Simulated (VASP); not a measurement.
**LiB18N18 (a cell with a defect): single point with PBE**

System: LiB18N18 (a cell with a defect).

```
CELL_PARAMETERS angstrom
7.46503 0.00000 0.00000
-3.73252 6.46491 0.00000
0.00000 0.00000 6.49548
ATOMIC_POSITIONS crystal
B 0.10849 0.22021 0.23303
B 0.22231 0.10963 0.76836
B 0.11084 0.55561 0.24932
B 0.22247 0.44731 0.76804
B 0.11074 0.88707 0.24910
B 0.22403 0.77936 0.76022
B 0.44609 0.22031 0.23323
B 0.55770 0.11202 0.75190
B 0.44624 0.55800 0.23296
B 0.56004 0.44741 0.76813
B 0.44451 0.88826 0.24113
B 0.55781 0.78056 0.75226
B 0.77820 0.22197 0.24102
B 0.88920 0.11192 0.75207
B 0.77935 0.55571 0.24909
B 0.89036 0.44567 0.76000
B 0.77819 0.88828 0.24053
B 0.89035 0.77933 0.76067
N 0.11396 0.22373 0.75699
N 0.22252 0.11180 0.24408
N 0.11281 0.55694 0.76387
N 0.22263 0.44387 0.24438
N 0.11276 0.88937 0.76475
N 0.22216 0.77760 0.25002
N 0.44591 0.22375 0.75690
N 0.55574 0.11068 0.23731
N 0.44603 0.55585 0.75740
N 0.55459 0.44389 0.24420
N 0.44638 0.89003 0.75135
N 0.55578 0.77825 0.23669
N 0.77976 0.22333 0.75117
N 0.88821 0.11072 0.23660
N 0.78033 0.55690 0.76430
N 0.88879 0.44429 0.24984
N 0.77978 0.88995 0.75219
N 0.88877 0.77768 0.24906
Li 0.33405 0.33362 0.50042
```

```yaml
Program: VASP 6.6.1
Task: single point
Functional: PBE
Potentials_or_basis: VASP PAW PBE potentials, release 64 (B, N, Li_sv)
Cutoff: 520 eV
k_mesh: 2 × 2 × 2, shifted
Occupations: fermi-dirac, width 0.01 eV
Spin: no spin polarisation
```

* Largest force: 0.230 eV/Å

Forces on the atoms (eV/Å):
```
B   -0.177  0.114  0.000
B    0.181 -0.095  0.000
B   -0.197  0.108  0.012
B    0.160 -0.090 -0.003
B   -0.178  0.111 -0.004
B    0.198 -0.107  0.001
B   -0.163  0.094  0.002
B    0.201 -0.109 -0.012
B   -0.181  0.095  0.001
B    0.179 -0.114 -0.003
B   -0.193  0.110 -0.001
B    0.179 -0.109  0.003
B   -0.199  0.107 -0.001
B    0.190 -0.102  0.003
B   -0.192  0.100 -0.004
B    0.200 -0.111  0.001
B   -0.190  0.116 -0.014
B    0.189 -0.111  0.015
N   -0.174  0.098  0.005
N    0.176 -0.089  0.003
N   -0.186  0.097  0.012
N    0.187 -0.115 -0.021
N   -0.189  0.104  0.001
N    0.190 -0.102 -0.001
N   -0.189  0.115  0.018
N    0.186 -0.100 -0.011
N   -0.177  0.084 -0.009
N    0.174 -0.099 -0.005
N   -0.190  0.101  0.000
N    0.186 -0.103 -0.005
N   -0.203  0.109  0.002
N    0.192 -0.115 -0.001
N   -0.195  0.114  0.007
N    0.203 -0.108  0.001
N   -0.194  0.112 -0.028
N    0.192 -0.112  0.029
Li   0.002  0.004  0.010
```

Levels at points of the mesh, in eV from the Fermi level:
```csv
k point,band 69,band 70,band 71,band 72,band 73,band 74,band 75,band 76,band 77,band 78
"(0.25, 0.25, 0.25)",-1.14,-0.90,-0.70,-0.65,-0.39,4.32,4.35,4.55,5.09,5.34
```

Wall time 10 min on 1 thread of Intel(R) Xeon(R) Platinum 8259CL CPU @ 2.50GHz (Skylake/Cascade Lake), with other jobs on the host, peak memory 0.51 GiB.

Caveat: the cell carries a net charge on a neutralising background, which shifts energy and pressure; the cell is charged against a uniform background, so pressure and absolute levels hang on convention.
